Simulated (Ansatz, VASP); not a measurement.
## Two plane-wave programs on SiC

```
CELL_PARAMETERS angstrom
-3.07600 0.00000 0.00000
-1.53800 -2.66389 0.00000
0.00000 0.00000 13.09600
ATOMIC_POSITIONS crystal
Si 0.33333 0.33333 0.50399
Si 0.33333 0.33333 0.11853
Si 0.66667 0.66667 0.69672
Si 0.66667 0.66667 0.31126
C 0.33333 0.33333 0.65239
C 0.33333 0.33333 0.26693
C 0.66667 0.66667 0.07420
C 0.66667 0.66667 0.45966
```

Alike in both runs: task single point; functional LDA; k mesh 10 × 10 × 3; occupations gaussian, width 0.05 eV; no spin polarisation.

```csv
,VASP,Ansatz
version,VASP 6.6.1,Ansatz 0.2.0
potentials or method,"VASP PAW LDA potentials, release 64 (Si, C), cutoff 520 eV","scalar-relativistic, plane waves, PAW"
valence electrons in the cell,32,32
```

VASP gave:

| Quantity | Value |
| --- | --- |
| gap on the k mesh at the Fermi level (eV) | none |
| pressure (GPa) | -3.1 |
| traceless stress, the component that is largest in VASP (GPa) | -1.79 |
| rms of the force components (eV/Å) | 0.625 |

**Question.** What did Ansatz give for the same quantities?

**Answer.** gap on the k mesh at the Fermi level (eV): none; pressure (GPa): -3.4; traceless stress, the component that is largest in VASP (GPa): -1.65; rms of the force components (eV/Å): 0.629.

LDA's correlation is that of Perdew and Zunger in VASP and of Perdew and Wang (1992) in Ansatz. Atom by atom the forces differ by 0.007 eV/Å (rms over components). A gap of «none» marks a metal or a gap that the smearing closes.
